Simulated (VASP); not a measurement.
# Ti7Si16 (P1) in VASP: notebook, part 2 of 2

VASP 6.6.1. The steps go on from the part before.

## Step 3: Single point, PBE

Contents of INCAR:

```
ALGO = Normal ; EDIFF = 1E-6
ENCUT = 520 ; GGA = PE
ISIF = 2 ; ISMEAR = 0
ISYM = 0 ; LASPH = T
LCHARG = F ; LREAL = Auto
LWAVE = F ; NBANDS = 91
NELM = 100 ; PREC = Accurate
SIGMA = 0.1
```

Contents of KPOINTS:

```
Automatic mesh
0
Gamma
  2 2 2
  0.5 0.5 0.5
```

Contents of POSCAR:

```
Ti7Si16
1.0
   -0.0239291981     -0.0099895378     -7.1225347331
   -1.7741479072     -6.7443183975     -3.5766587271
   -7.0841675571      0.0011451404     -3.5849852046
Ti Si
7 16
Direct
    0.2023759620      0.7982100809      0.0493032119
    0.6978260137      0.7997129704      0.0507042411
    0.4530791956      0.7958937498      0.5493757128
    0.0521822735      0.2069682800      0.4516369745
    0.5431236911      0.2051552587      0.4487277445
    0.8001744413      0.2080306441      0.9469870423
    0.2954933177      0.2095885825      0.9472931227
    0.4598706671      0.1105179588      0.2191398916
    0.9544462557      0.1179745016      0.2251564977
    0.2110430719      0.1029776191      0.7269193444
    0.7091786053      0.1157452632      0.7169680230
    0.8010682123      0.8756702319      0.2924577180
    0.2799165905      0.8738962364      0.2955831047
    0.5683245014      0.8714169312      0.7665084075
    0.0448317923      0.8696487236      0.7680403590
    0.6885267064      0.4981351804      0.3749773480
    0.1820121110      0.5110857030      0.3747562968
    0.4393069000      0.4975571480      0.8741805943
    0.9362667478      0.5083496357      0.8719495196
    0.5607112806      0.5029204844      0.1246961647
    0.0618189844      0.5002761892      0.1246109457
    0.3057313300      0.5117906940      0.6232271886
    0.8129275882      0.5102779938      0.6238102032
```

Potentials or basis: VASP PAW PBE potentials, release 64 (Ti_sv, Si).

Run with:

```console
cat potpaw_PBE.64/Ti_sv/POTCAR potpaw_PBE.64/Si/POTCAR > POTCAR
mpirun -np 1 vasp_std > vasp.out
```

OUTCAR:

```text
EDIFF = 1E-6
   ENCUT = 520
   GGA = PE
   ISIF = 2
   ISMEAR = 0
   ISYM = 0
   LASPH = T
   LREAL = Auto
   NELM = 100
   PREC = Accurate

 ion  position               nearest neighbor table
   1  0.202  0.798  0.049-  12 2.57  13 2.59  17 2.64  20 2.66  14 2.68  18 2.69  15 2.69  10 2.70
                            21 2.70   9 2.81
   2  0.698  0.800  0.051-  14 2.58  15 2.58  19 2.65  13 2.66  20 2.67  12 2.68  16 2.69  21 2.69
                             8 2.72  11 2.79
   3  0.453  0.796  0.549-  12 2.55  15 2.55  13 2.55  14 2.56  22 2.63  23 2.64  16 2.67  18 2.68
                            10 2.74   8 2.77
[... 579 lines left out ...]
  in kB       -0.0184572     -0.5040069     -1.4317275     -0.1031727      0.0693983     -0.2153064
  external PRESSURE =      -0.6513972 kB  Pullay stress =       0.0000000 kB

 VOLUME and BASIS-vectors are now :
 -----------------------------------------------------------------------------
  energy-cutoff  :      520.00
  volume of cell :      339.55
      direct lattice vectors                 reciprocal lattice vectors
    -0.023929198 -0.009989538 -7.122534733     0.071219770  0.055890407 -0.140717117
    -1.774147907 -6.744318397 -3.576658727    -0.000129493 -0.148349460  0.000208499
    -7.084167557  0.001145140 -3.584985205    -0.141367985  0.036963619  0.000423104

 POSITION                                       TOTAL-FORCE (eV/Angst)
 -----------------------------------------------------------------------------------
     -1.77026     -5.38535     -4.47311         0.001509     -0.024769      0.011575
     -1.79470     -5.40043     -8.01236         0.013460     -0.011692     -0.009947
     -5.31474     -5.37166     -8.04322         0.001077     -0.015373      0.007804
     -3.56791     -1.39586     -2.73104        -0.009734     -0.009278     -0.012099
     -3.55583     -1.38854     -6.21087        -0.008994     -0.013800      0.001352
     -7.09684     -1.40993     -9.83826         0.001962      0.022276     -0.000101
[... 15 lines left out ...]
     -5.33035     -3.45402     -6.24234         0.008965     -0.004168      0.011358
     -5.34394     -3.44888     -9.85155         0.016904     -0.004399     -0.006354
 -----------------------------------------------------------------------------------
    total drift:                                0.025610     -0.014304      0.024194

  FREE ENERGIE OF THE ION-ELECTRON SYSTEM (eV)
  ---------------------------------------------------
  free  energy   TOTEN  =      -152.3063028146 eV

  energy  without entropy=     -152.2634693151  energy(sigma->0) =     -152.28488606
```

OSZICAR:

```text
N       E                     dE             d eps       ncg     rms          rms(c)
DAV:   1     0.165760603830E+04    0.16576E+04   -0.66251E+04   728   0.169E+03
DAV:   2     0.880692310875E+02   -0.15695E+04   -0.15243E+04   728   0.511E+02
DAV:   3    -0.138106531375E+03   -0.22618E+03   -0.21921E+03  1028   0.167E+02
[... 10 lines left out ...]
DAV:  14    -0.152306267289E+03    0.33308E-03   -0.34794E-03  1064   0.368E-01    0.637E-02
DAV:  15    -0.152306311551E+03   -0.44262E-04   -0.56370E-04  1008   0.135E-01    0.473E-02
DAV:  16    -0.152306298063E+03    0.13487E-04   -0.20468E-04   984   0.110E-01    0.189E-02
DAV:  17    -0.152306301438E+03   -0.33744E-05   -0.28801E-05  1016   0.312E-02    0.755E-03
DAV:  18    -0.152306302625E+03   -0.11871E-05   -0.69430E-06   904   0.199E-02    0.639E-03
DAV:  19    -0.152306302815E+03   -0.18963E-06   -0.26195E-06   624   0.131E-02
   1 F= -.15230630E+03 E0= -.15228489E+03  d E =-.428335E-01
```

stdout:

```text
POSCAR found type information on POSCAR TiSi
 POSCAR found :  2 types and      23 ions
 scaLAPACK will be used
 LDA part: xc-table for (Slater+PW92), standard interpolation
 POSCAR, INCAR and KPOINTS ok, starting setup
 FFT: planning ... GRIDC
 FFT: planning ... GRID_SOFT
 FFT: planning ... GRID
 WAVECAR not read
 entering main loop
```

It took 2.5 min on 1 thread of Intel Xeon 6975P-C (Granite Rapids), shared host; peak memory 0.44 GiB.

Results:

```
Free energy            : -152.3063 eV
Pressure               : -0.1 GPa
Largest force          : 0.034 eV/Å
Band gap on the k mesh : zero (band 74 reaches 9.76 eV, above the bottom of band 75 at 9.50 eV)
```

Forces in eV/Å, atoms in the order of the input:
```
Ti   0.002 -0.025  0.012
Ti   0.013 -0.012 -0.010
Ti   0.001 -0.015  0.008
Ti  -0.010 -0.009 -0.012
Ti  -0.009 -0.014  0.001
Ti   0.002  0.022  0.000
Ti   0.002 -0.006 -0.003
Si   0.007  0.019 -0.004
Si   0.014 -0.006 -0.002
Si  -0.008  0.025  0.011
Si  -0.001 -0.013  0.016
Si  -0.004  0.000  0.000
Si  -0.008  0.031  0.009
Si   0.002  0.006 -0.011
Si  -0.005  0.004 -0.012
Si  -0.005  0.000 -0.018
Si   0.000  0.009 -0.016
Si  -0.011  0.000 -0.001
Si  -0.007  0.007 -0.009
Si  -0.001 -0.004  0.025
Si   0.001 -0.011  0.011
Si   0.009 -0.004  0.011
Si   0.017 -0.004 -0.006
```

Levels at points of the mesh, in eV from the Fermi level:
```csv
k point,band 71,band 72,band 73,band 74,band 75,band 76,band 77,band 78
"(0.25, 0.25, 0.25)",-0.92,-0.82,-0.68,-0.33,-0.17,0.61,0.75,1.06
```

Caveat: the k points lie up to 0.53 Å⁻¹ apart.

## Step 4: Relaxation of cell and atoms, PBE

This run uses another cell than the first one, of 14.97 Å³/atom, 1.015 times its volume.

Contents of INCAR:

```
PREC = Accurate
ENCUT = 600
EDIFF = 1E-7
ISMEAR = 0
SIGMA = 0.1
LREAL = Auto
LASPH = True
NELM = 100
ALGO = Normal
ISIF = 3
LWAVE = False
LCHARG = False
GGA = PE
IBRION = 2
NSW = 70
EDIFFG = -0.04
ISYM = 0
```

KPOINTS is that of step 3.

Contents of POSCAR:

```
Ti7Si16
1.0
    0.0000000000      0.0000000000     -7.1584442808
   -1.7738039275     -6.7803428759     -3.5792221404
   -7.0952157102      0.0000000000     -3.5792221404
Ti Si
7 16
Direct
    0.2044456304      0.7879463136      0.0595748352
    0.6986654507      0.7939885594      0.0531554502
    0.4579269474      0.7929376818      0.5495739237
    0.0488061309      0.2082236261      0.4486781069
    0.5498293306      0.2075038846      0.4439175027
    0.7959176290      0.2086107056      0.9483834038
    0.2918710854      0.2059323227      0.9497557881
    0.4579623806      0.1188239157      0.2215498718
    0.9596551091      0.1154527703      0.2182266115
    0.2052119620      0.1218108002      0.7228401161
    0.7066980229      0.1161783857      0.7244882619
    0.7985197027      0.8792916267      0.2770593676
    0.2953334271      0.8837366646      0.2734785641
    0.5438142672      0.8820115262      0.7795307485
    0.0401285255      0.8820873354      0.7816645367
    0.6867397753      0.5002491412      0.3717273289
    0.1867382330      0.5027442144      0.3736893478
    0.4380965820      0.4990185084      0.8743862142
    0.9406211586      0.4986477431      0.8744516493
    0.5623363026      0.5037705054      0.1215554234
    0.0635424952      0.5006080833      0.1259953008
    0.3093536599      0.4969551196      0.6252025190
    0.8180224317      0.4952706264      0.6281247840
```

Run with:

```console
cat potpaw_PBE.64/Ti_sv/POTCAR potpaw_PBE.64/Si/POTCAR > POTCAR
mpirun -np 1 vasp_std > vasp.out
```

It took 50 min on 1 thread of Intel Xeon 6975P-C (Granite Rapids), shared host; peak memory 0.7 GiB.

It converged, with:

```yaml
Free_energy: -152.2920 eV
Relaxed_volume: 14.76 Å³/atom
Relaxed_cell: a = 7.119 Å, b = 7.823 Å, c = 7.917 Å, α = 66.10°, β = 63.29°, γ = 62.93°
Space_group_after_relaxing_to_0.05_Å: Cm (No. 8)
Energy_gained_by_relaxing: 22.9 meV/atom
Ionic_steps: 12
Pressure_after_relaxing: 0.0 GPa
Largest_force_after_relaxing: 0.037 eV/Å
Band_gap_on_the_k_mesh: zero (band 74 reaches 9.76 eV, above the bottom of band 75 at 9.51 eV)
```

Forces on the atoms (eV/Å):
```
Ti  -0.003  0.001 -0.011
Ti  -0.007 -0.001  0.001
Ti   0.001  0.001 -0.001
Ti   0.003  0.011  0.002
Ti  -0.004  0.010  0.003
Ti   0.006  0.010 -0.004
Ti   0.002  0.013  0.002
Si  -0.008 -0.009  0.004
Si   0.002 -0.037 -0.002
Si   0.001 -0.005 -0.003
Si   0.000 -0.015 -0.004
Si  -0.008 -0.015  0.001
Si  -0.004 -0.013  0.012
Si   0.022 -0.008 -0.007
Si   0.023 -0.005  0.010
Si  -0.006 -0.008  0.000
Si   0.005  0.009 -0.003
Si   0.002  0.001  0.000
Si  -0.015  0.020 -0.003
Si  -0.006  0.007  0.010
Si  -0.009  0.010 -0.008
Si   0.005  0.011  0.004
Si  -0.002  0.012 -0.005
```

Step by step:
| step | energy change (eV) | largest force (eV/Å) | pressure (GPa) | volume (Å³) |
| --- | --- | --- | --- | --- |
| 1 | 0.0000 | 1.1381 | -0.37 | 344.38 |
| 2 | -0.3000 | 0.6292 | -0.26 | 342.67 |
| 3 | -0.3680 | 0.6109 | 0.01 | 341.36 |
| 4 | -0.4646 | 0.2863 | -0.20 | 340.82 |
| 5 | -0.4743 | 0.3056 | -0.25 | 340.58 |
| 6 | -0.5140 | 0.1518 | 0.19 | 338.91 |
| 7 | -0.5154 | 0.1450 | 0.30 | 338.53 |
| 8 | -0.5219 | 0.1009 | -0.27 | 340.00 |
| 9 | -0.5220 | 0.0963 | -0.33 | 340.13 |
| 10 | -0.5250 | 0.0434 | 0.15 | 339.04 |
| 11 | -0.5251 | 0.0438 | 0.07 | 339.21 |
| 12 | -0.5262 | 0.0370 | 0.01 | 339.37 |

Final structure:
```
Ti Si
1.0
     0.00029   -0.00036   -7.11865
    -1.76247   -6.73995   -3.55969
    -7.07184    0.00544   -3.55902
Ti Si
7 16
Direct
  0.20115 0.79879 0.04953
  0.70019 0.79983 0.05068
  0.45262 0.79609 0.54950
  0.05311 0.20624 0.45003
  0.54154 0.20623 0.44998
  0.79909 0.20928 0.94710
  0.29535 0.20931 0.94706
  0.46122 0.10939 0.21918
  0.95438 0.11666 0.22542
  0.21034 0.10285 0.72724
  0.70895 0.11603 0.71691
  0.80176 0.87338 0.29479
  0.28116 0.87351 0.29465
  0.56768 0.87080 0.76794
  0.04446 0.87079 0.76795
  0.68908 0.49784 0.37475
  0.18283 0.51073 0.37438
  0.43934 0.49803 0.87409
  0.93505 0.50920 0.87134
  0.56256 0.50189 0.12426
  0.06218 0.50190 0.12418
  0.30467 0.51154 0.62307
  0.81154 0.51149 0.62297
```

Levels at points of the mesh, in eV from the Fermi level:
| k point | band 71 | band 72 | band 73 | band 74 | band 75 | band 76 | band 77 | band 78 |
| --- | --- | --- | --- | --- | --- | --- | --- | --- |
| (0.25, 0.25, 0.25) | -0.93 | -0.82 | -0.68 | -0.32 | -0.17 | 0.62 | 0.75 | 1.06 |

Caveat: the k points lie up to 0.52 Å⁻¹ apart in the final cell.

## Step 5: Overview

```tsv
task	cell	cutoff (eV)	gap on the mesh (eV)	pressure (GPa)	largest force (eV/Å)
single point	a = 7.119, b = 7.836, c = 7.942 Å, angles 65.9, 63.0, 62.7°, 23 atoms	520	none	-0.1	0.02
single point	a = 7.123, b = 7.837, c = 7.940 Å, angles 65.9, 63.0, 62.7°, 23 atoms	520	none	-0.1	0.03
relaxation of cell and atoms	relaxed from a = 7.158, b = 7.870, c = 7.947 Å, angles 66.0, 63.2, 62.9°, 23 atoms	600	none	0.0	0.04
```

Alike in all rows: level PBE; potentials or basis VASP PAW PBE potentials, release 64 (Ti_sv, Si); no spin polarisation; k mesh 2 × 2 × 2, shifted; smearing gaussian 0.1 eV.

Caveats: all runs use coarse meshes.

Absolute energies hang on the potentials; compare differences alone.
